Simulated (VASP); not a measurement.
# Ba (P6/mmm) in VASP: a series of runs

Ba is run at these levels: PBE; tasks: single point.

All numbers are computed with VASP 6.6.1; they aren't measurements. Logs are shortened: lines on timing, memory, paths and dates and some standing lists are left out, and cuts for length are marked.

## 1. The cell of the first run

Symmetry: P6/mmm, No. 191, hexagonal system. The conventional cell has a = 4.552 Å, b = 4.552 Å, c = 3.512 Å, α = 90.00°, β = 90.00°, γ = 120.00°. Within 4.6 Å of Ba (site symmetry 6/mmm) lie 8 Ba at 3.51 to 4.55 Å.

## 2. Single point, PBE

The input, INCAR:

```
ALGO = Fast
EDIFF = 1E-7
ENCUT = 520
GGA = PE
ISIF = 2
ISMEAR = 0
LASPH = True
LCHARG = False
LREAL = False
LWAVE = False
NBANDS = 11
NELM = 100
PREC = Accurate
SIGMA = 0.15
```

The input, KPOINTS:

```
k-points
0
Gamma
  15 15 14
```

The input, POSCAR:

```
Ba
1.0
    4.5516291254      0.0000000000      0.0000000000
   -2.2758145627      3.9418264512      0.0000000000
    0.0000000000      0.0000000000      3.5115727250
Ba
1
Direct
    0.0000000000      0.0000000000      0.0000000000
```

Potentials or basis: VASP PAW PBE potentials, release 64 (Ba_sv).

On the command line:

```sh
cat potpaw_PBE.64/Ba_sv/POTCAR > POTCAR
mpirun -np 1 vasp_std > vasp.out
```

OUTCAR:

```text
EDIFF = 1E-7
   ENCUT = 520
   GGA = PE
   ISIF = 2
   ISMEAR = 0
   LASPH = True
   LREAL = False
   NELM = 100
   PREC = Accurate

 ion  position               nearest neighbor table
   1  0.000  0.000  0.000-

  LATTYP: Found a hexagonal cell.
 ALAT       =     4.5516291254
 C/A-ratio  =     0.7714979908

  Lattice vectors:

 A1 = (   4.5516291254,   0.0000000000,   0.0000000000)
 A2 = (  -2.2758145627,   3.9418264512,   0.0000000000)
 A3 = (   0.0000000000,   0.0000000000,   3.5115727250)

Analysis of symmetry for initial positions (statically):
=====================================================================
 Subroutine PRICEL returns:
 Original cell was already a primitive cell.

 Routine SETGRP: Setting up the symmetry group for a
 hexagonal supercell.

 Subroutine GETGRP returns: Found 24 space group operations
 (whereof 24 operations were pure point group operations)
 out of a pool of 24 trial point group operations.

The static configuration has the point symmetry D_6h.

Analysis of symmetry for dynamics (positions and initial velocities):
=====================================================================
 Subroutine PRICEL returns:
 Original cell was already a primitive cell.

 Routine SETGRP: Setting up the symmetry group for a
 hexagonal supercell.

 Subroutine GETGRP returns: Found 24 space group operations
 (whereof 24 operations were pure point group operations)
 out of a pool of 24 trial point group operations.

The dynamic configuration has the point symmetry D_6h.

 Subroutine INISYM returns: Found 24 space group operations
 (whereof 24 operations are pure point group operations),
 and found     1 'primitive' translations

----------------------------------------------------------------------------------------

                                     Primitive cell

  volume of cell :      63.0037

  direct lattice vectors                    reciprocal lattice vectors
     4.551629125  0.000000000  0.000000000     0.219701556  0.126844752  0.000000000
    -2.275814563  3.941826451  0.000000000     0.000000000  0.253689505  0.000000000
     0.000000000  0.000000000  3.511572725     0.000000000  0.000000000  0.284772687

  length of vectors
     4.551629125  4.551629125  3.511572725     0.253689505  0.253689505  0.284772687

  position of ions in fractional coordinates (direct lattice)
     0.000000000  0.000000000  0.000000000

  ion indices of the primitive-cell ions
   primitive index   ion index
                 1           1

----------------------------------------------------------------------------------------

 KPOINTS: k-points

Automatic generation of k-mesh.
 Grid dimensions read from file:
 generate k-points for:   15   15   14

 Generating k-lattice:

  Cartesian coordinates                     Fractional coordinates (reciprocal lattice)
     0.014646770  0.008456317  0.000000000     0.066666667 -0.000000000  0.000000000
     0.000000000  0.016912634  0.000000000     0.000000000  0.066666667  0.000000000
     0.000000000  0.000000000  0.020340906     0.000000000  0.000000000  0.071428571

  Length of vectors
     0.016912634  0.016912634  0.020340906

  Shift w.r.t. Gamma in fractional coordinates (k-lattice)
     0.000000000  0.000000000  0.000000000

 Subroutine IBZKPT returns following result:
 ===========================================

 Found    216 irreducible k-points:

 Following reciprocal coordinates:
            Coordinates               Weight
  0.000000  0.000000  0.000000      1.000000
  0.066667  0.000000  0.000000      6.000000
  0.133333  0.000000  0.000000      6.000000
  0.200000  0.000000  0.000000      6.000000
  0.266667  0.000000  0.000000      6.000000
  0.333333  0.000000  0.000000      6.000000
[... 16 lines left out ...]
  0.333333  0.200000  0.000000     12.000000
  0.400000  0.200000  0.000000      6.000000
 [... further k-points ...]
   k-points           NKPTS =    216   k-points in BZ     NKDIM =    216   number of bands    NBANDS=     11
   number of dos      NEDOS =    301   number of ions     NIONS =      1
   total plane-waves  NPLWV =  36288
   dimension x,y,z NGX =    36 NGY =   36 NGZ =   28
   dimension x,y,z NGXF=    72 NGYF=   72 NGZF=   56
   ions per type =               1
   NGX,Y,Z   is equivalent  to a cutoff of  13.15, 13.15, 13.26 a.u.
   NGXF,Y,Z  is equivalent  to a cutoff of  26.30, 26.30, 26.51 a.u.
 SYSTEM =  unknown system
   PREC   = accura    normal or accurate (medium, high low for compatibility)
   ISTART =      0    job   : 0-new  1-cont  2-samecut
   ICHARG =      2    charge: 1-file 2-atom 10-const
   ISPIN  =      1    spin polarized calculation?
   LNONCOLLINEAR =      F non collinear calculations
   LSORBIT =      F    spin-orbit coupling
   LASPH  =      T    aspherical Exc in radial PAW
   ENCUT  =  520.0 eV  38.22 Ry    6.18 a.u.   8.46  8.46  6.53*2*pi/ulx,y,z
   NELM   =    100;   NELMIN=  2; NELMDL= -5     # of ELM steps
   EDIFF  = 0.1E-06   stopping-criterion for ELM
   LREAL  =      F    real-space projection
   EDIFFG = 0.1E-05   stopping-criterion for IOM
   NSW    =      0    number of steps for IOM
   IBRION =     -1    ionic relax: 0-MD 1-quasi-New 2-CG
   NFREE  =      0    steps in history (QN), initial steepest desc. (CG)
   ISIF   =      2    stress and relaxation
   ISYM   =      2    0-nonsym 1-usesym 2-fastsym
   POTIM  = 0.5000    time-step for ionic-motion
   TEBEG  =    0.0;   TEEND  =   0.0 temperature during run
   PSTRESS=    0.0 pullay stress
   NELECT =      10.0000    total number of electrons
   NUPDOWN=      -1.0000    fix difference up-down
   EMIN   =  10.00;   EMAX   =-10.00  energy-range for DOS
   EFERMI =   0.00;   METHOD = LEGACY
   ISMEAR =     0;   SIGMA  =   0.15  broadening in eV -4-tet -1-fermi 0-gaus
   EFERMI_NEDOS =   21; number of points for ismear=-14 and -15
   IALGO  =     68    algorithm
   IMIX   =      4    mixing-type and parameters
     AMIX     =   0.40;   BMIX     =  1.00
     AMIX_MAG =   1.60;   BMIX_MAG =  1.00
  volume/ion in A,a.u.               =      63.00       425.17
  Fermi-wavevector in a.u.,A,eV,Ry     =   0.886379  1.675014 10.689660  0.785668
  Thomas-Fermi vector in A             =   2.007537
   LORBIT       =      0    0 simple, 1 ext, 2 COOP (PROOUT), +10 PAW based schemes
   GGA     = PE    functional components
   LHFCALC =     F    Hartree Fock is set to
   AEXX    =    0.0000 exact exchange contribution
   IVDW    =     0    specifies the selected vdW correction
   LEPSILON=     F    determine dielectric tensor
   LRPA    =     F    only Hartree local field effects (RPA)
 non-spin polarized calculation
 RMM-DIIS sequential band-by-band and
 Gauss-broadening in eV      SIGMA  =   0.15
  energy-cutoff  :      520.00
  volume of cell :       63.00
 maximum number of plane-waves:      1735
 NGX is ok and might be reduce to    36

 number of electron      10.0000000 magnetization

 number of electron       9.9999999 magnetization

 Free energy of the ion-electron system (eV)
  ---------------------------------------------------
  ext. energy  EPLUGINS =         0.00000000
  ---------------------------------------------------
  free energy    TOTEN  =        -1.56393233 eV

  energy without entropy =       -1.54994408  energy(sigma->0) =       -1.55693821

 E-fermi :   1.6215     XC(G=0):  -7.3725

 val. band max:        1.6191648414   @ k =   0.1333   0.0000   0.0000
 cond. band min:       1.6587912480   @ k =   0.1333   0.0667   0.0000
 fundamental gap:      0.0396264066
 Fermi energy:         1.6214625049

 k-point     1 :       0.0000    0.0000    0.0000
  band No.  band energies     occupation
      1     -27.5816      2.00000
      2     -12.5711      2.00000
      3     -12.5711      2.00000
      4     -11.9500      2.00000
      5      -0.9885      2.00000
      6       1.5605      1.43466
      7       3.0594      0.00000
      8       3.0594      0.00000
      9       7.0518      0.00000
     10       7.0518      0.00000
     11       7.1520      0.00000

 k-point     2 :       0.0667    0.0000    0.0000
  band No.  band energies     occupation
      1     -27.5807      2.00000
      2     -12.5849      2.00000
      3     -12.5743      2.00000
      4     -11.9491      2.00000
      5      -0.9216      2.00000
      6       1.5759      1.33232
      7       2.9530      0.00000
      8       3.1235      0.00000
      9       6.9810      0.00000
     10       7.0403      0.00000
     11       7.3617      0.00000

 k-point     3 :       0.1333    0.0000    0.0000
  band No.  band energies     occupation
      1     -27.5782      2.00000
      2     -12.6236      2.00000
      3     -12.5831      2.00000
      4     -11.9463      2.00000
      5      -0.7281      2.00000
      6       1.6192      1.01728
      7       2.6969      0.00000
      8       3.3136      0.00000
      9       6.7980      0.00000
     10       7.0080      0.00000
     11       7.9221      0.00000

 k-point     4 :       0.2000    0.0000    0.0000
  band No.  band energies     occupation
      1     -27.5744      2.00000
      2     -12.6796      2.00000
      3     -12.5961      2.00000
      4     -11.9421      2.00000
      5      -0.4313      2.00000
      6       1.6783      0.59197
      7       2.4090      0.00000
      8       3.6239      0.00000
      9       6.5632      0.00000
     10       6.9616      0.00000
     11       8.5852      0.00000
[... 239 lines left out ...]
 k-point    22 :       0.2667    0.2000    0.0000
  band No.  band energies     occupation
      1     -27.5619      2.00000
      2     -12.8160      2.00000
      3     -12.6837      2.00000
      4     -11.9284      2.00000
      5       0.8137      2.00000
      6       1.7425      0.25370
      7       1.9318      0.00344
      8       5.2055      0.00000
      9       6.0976      0.00000
     10       6.3382      0.00000
     11       6.6149      0.00000

 k-point    23 :       0.3333    0.2000    0.0000
  band No.  band energies     occupation
      1     -27.5598      2.00000
      2     -12.8332      2.00000
      3     -12.7030      2.00000
      4     -11.9261      2.00000
      5       1.0470      2.00000
      6       1.7084      0.41265
      7       2.0230      0.00015
      8       5.4917      0.00000
      9       6.0067      0.00000
     10       6.0487      0.00000
     11       6.5413      0.00000

 k-point    24 :       0.4000    0.2000    0.0000
  band No.  band energies     occupation
      1     -27.5590      2.00000
      2     -12.8390      2.00000
      3     -12.7100      2.00000
      4     -11.9253      2.00000
      5       1.1153      2.00000
      6       1.7153      0.37638
      7       2.0730      0.00002
      8       5.4163      0.00000
      9       6.0328      0.00000
     10       6.1207      0.00000
     11       6.5146      0.00000

 [... further k-points ...]
[... 5 lines left out ...]
  --------------------------------------------------------------------------------------
  -------------------------------------------------------------------------------------
  Total       -0.8593662     -0.8593662      2.0390826      0.0000000     -0.0000000      0.0000000
  in kB      -21.8535911    -21.8535911     51.8536553      0.0000000     -0.0000000      0.0000000
  external PRESSURE =       2.7154910 kB  Pullay stress =       0.0000000 kB

 VOLUME and BASIS-vectors are now :
 -----------------------------------------------------------------------------
  energy-cutoff  :      520.00
  volume of cell :       63.00
      direct lattice vectors                 reciprocal lattice vectors
     4.551629125  0.000000000  0.000000000     0.219701556  0.126844752  0.000000000
    -2.275814563  3.941826451  0.000000000     0.000000000  0.253689505  0.000000000
     0.000000000  0.000000000  3.511572725     0.000000000  0.000000000  0.284772687

 POSITION                                       TOTAL-FORCE (eV/Angst)
 -----------------------------------------------------------------------------------
      0.00000      0.00000      0.00000         0.000000      0.000000      0.000000
 -----------------------------------------------------------------------------------
    total drift:                                0.000000      0.000000     -0.000000

  FREE ENERGIE OF THE ION-ELECTRON SYSTEM (eV)
  ---------------------------------------------------
  free  energy   TOTEN  =        -1.5639323344 eV

  energy  without entropy=       -1.5499440799  energy(sigma->0) =       -1.55693821
```

Wall time 69 s (1 thread of Intel Xeon Platinum 8488C (Sapphire Rapids), shared host); peak memory 0.29 GiB.

What came out:

```yaml
Free_energy: -1.5639 eV
Pressure: 0.3 GPa
Band_gap_on_the_k_mesh: zero (band 5 reaches 1.86 eV, above the bottom of band 6 at 1.26 eV)
```

Levels at points of the mesh, in eV from the Fermi level:
```tsv
k point	band 3	band 4	band 5	band 6	band 7	band 8
(0.00, 0.00, 0.00)	-14.19	-13.57	-2.61	-0.06	1.44	1.44
(0.00, 0.00, 0.50)	-13.98	-13.98	-0.09	1.26	1.56	1.56
```

Caveat: spin-orbit coupling is left out, which moves the levels of the heavy elements.

## 3. Single point, PBE

This run uses another cell than the first one, of the same volume but with other edges.

The input, INCAR:

```
SYSTEM = Ba
ALGO     = Fast           ! electronic algorithm
EDIFF    = 1E-7           ! SCF threshold, eV
ENCUT    = 520            ! plane-wave cutoff, eV
GGA      = PE             ! functional
ISIF     = 2              ! what is computed and relaxed
ISMEAR   = 0              ! smearing method
LASPH    = .True.         ! aspherical terms in the spheres
LCHARG   = .False.        ! write CHGCAR
LREAL    = .False.        ! projectors in reciprocal space
LWAVE    = .False.        ! write WAVECAR
NBANDS   = 11             ! bands
NELM     = 100            ! most SCF steps
PREC     = Accurate       ! precision mode
SIGMA    = 0.15           ! smearing width, eV
```

The input, KPOINTS:

```
k-points
0
Gamma
  15 15 14
  0 0 0
```

The input, POSCAR:

```
Ba
1.0
    4.1767865460      0.0000000000      0.0000000000
   -2.0883932730      3.6172032550      0.0000000000
    0.0000000000      0.0000000000      4.1701419659
Ba
1
Direct
    0.0000000000      0.0000000000      0.0000000000
```

Potentials or basis: VASP PAW PBE potentials, release 64 (Ba_sv).

On the command line:

```sh
cat potpaw_PBE.64/Ba_sv/POTCAR > POTCAR
mpirun -np 1 vasp_std > vasp.out
```

OUTCAR:

```text
SYSTEM = Ba
   EDIFF = 1E-7
   ENCUT = 520
   GGA = PE
   ISIF = 2
   ISMEAR = 0
   LASPH = .True.
   LREAL = .False.
   NELM = 100
   PREC = Accurate

 ion  position               nearest neighbor table
   1  0.000  0.000  0.000-

  LATTYP: Found a hexagonal cell.
 ALAT       =     4.1767865460
 C/A-ratio  =     0.9984091646

  Lattice vectors:

 A1 = (   4.1767865460,   0.0000000000,   0.0000000000)
[... 517 lines left out ...]
     10       6.7438      0.00000
     11       6.8248      0.00000

 [... further k-points ...]

------------------------ aborting loop because EDIFF is reached ----------------------------------------

  FORCE on cell =-STRESS in cart. coord.  units (eV):
  Direction    XX          YY          ZZ          XY          YZ          ZX
  --------------------------------------------------------------------------------------
  -------------------------------------------------------------------------------------
  Total        0.3186326      0.3186326     -0.5337627      0.0000000     -0.0000000      0.0000000
  in kB        8.1027940      8.1027940    -13.5735284      0.0000000     -0.0000000      0.0000000
  external PRESSURE =       0.8773532 kB  Pullay stress =       0.0000000 kB

 VOLUME and BASIS-vectors are now :
 -----------------------------------------------------------------------------
  energy-cutoff  :      520.00
  volume of cell :       63.00
      direct lattice vectors                 reciprocal lattice vectors
     4.176786546  0.000000000  0.000000000     0.239418507  0.138228340  0.000000000
    -2.088393273  3.617203255  0.000000000     0.000000000  0.276456679  0.000000000
     0.000000000  0.000000000  4.170141966     0.000000000  0.000000000  0.239799990

 POSITION                                       TOTAL-FORCE (eV/Angst)
 -----------------------------------------------------------------------------------
      0.00000      0.00000      0.00000        -0.000000      0.000000      0.000000
 -----------------------------------------------------------------------------------
    total drift:                                0.000000     -0.000000      0.000000

  FREE ENERGIE OF THE ION-ELECTRON SYSTEM (eV)
  ---------------------------------------------------
  free  energy   TOTEN  =        -1.7133856176 eV

  energy  without entropy=       -1.6988295645  energy(sigma->0) =       -1.70610759
```

stdout:

```text
POSCAR found type information on POSCAR Ba
 POSCAR found :  1 types and       1 ions
 scaLAPACK will be used
 LDA part: xc-table for (Slater+PW92), standard interpolation
 POSCAR, INCAR and KPOINTS ok, starting setup
 FFT: planning ... GRIDC
 FFT: planning ... GRID_SOFT
 FFT: planning ... GRID
 WAVECAR not read
 entering main loop
WARNING in EDDRMM: call to ZHEGV failed, returncode =   6  3      6
WARNING in EDDRMM: call to ZHEGV failed, returncode =   6  3      6
WARNING in EDDRMM: call to ZHEGV failed, returncode =   8  4      6
WARNING in EDDRMM: call to ZHEGV failed, returncode =   6  3      7
WARNING in EDDRMM: call to ZHEGV failed, returncode =   6  3      7
WARNING in EDDRMM: call to ZHEGV failed, returncode =   6  3      6
WARNING in EDDRMM: call to ZHEGV failed, returncode =   6  3      6
WARNING in EDDRMM: call to ZHEGV failed, returncode =   6  3     10
```

Run time: 56 s. Hardware: 1 thread of Intel Xeon Platinum 8488C (Sapphire Rapids), shared host; peak memory 0.29 GiB.

What came out:

- Free energy: -1.7134 eV
- Pressure: 0.1 GPa
- Band gap on the k mesh: zero (band 5 reaches 2.19 eV, above the bottom of band 6 at 1.43 eV)

Caveat: spin-orbit coupling is left out, which moves the levels of the heavy elements.

(Part 1 of 2 ends here.)
